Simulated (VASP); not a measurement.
Here is a VASP 6.6.1 calculation.

The input INCAR:

```
SYSTEM = Sc
ALGO = Normal
EDIFF = 1E-6
ENCUT = 520
ISIF = 2
ISMEAR = -1
LASPH = .True.
LCHARG = .True.
LELF = .True.
LREAL = .False.
LVHAR = .True.
LWAVE = .False.
NBANDS = 18
NELM = 60
PREC = Accurate
SIGMA = 0.05
```

The input KPOINTS:

```
k-points
0
Gamma
  9 9 5
  0 0 0
```

POSCAR

```
Sc
1.0
    3.3525444672      0.0000000000      0.0000000000
   -1.6762722336      2.9033886759      0.0000000000
    0.0000000000      0.0000000000      5.3426934842
Sc
2
Direct
    0.6666666667      0.3333333333      0.7500000000
    0.3333333333      0.6666666667      0.2500000000
```

Potentials or basis: VASP PAW LDA potentials, release 64 (Sc_sv).

Command:

```sh
$ cat potpaw_LDA.64/Sc_sv/POTCAR > POTCAR
$ mpirun -np 1 vasp_std > vasp.out
```

Q: What does it give for the band gap on the k mesh?

A: Zero (band 11 reaches 3.79 eV, above the bottom of band 12 at 2.74 eV).

Q: What does it give for the pressure?

A: -6.8 GPa.

Stress tensor (GPa, compression positive):
```
-6.32  0.00  0.00
 0.00 -6.32  0.00
 0.00  0.00 -7.84
```
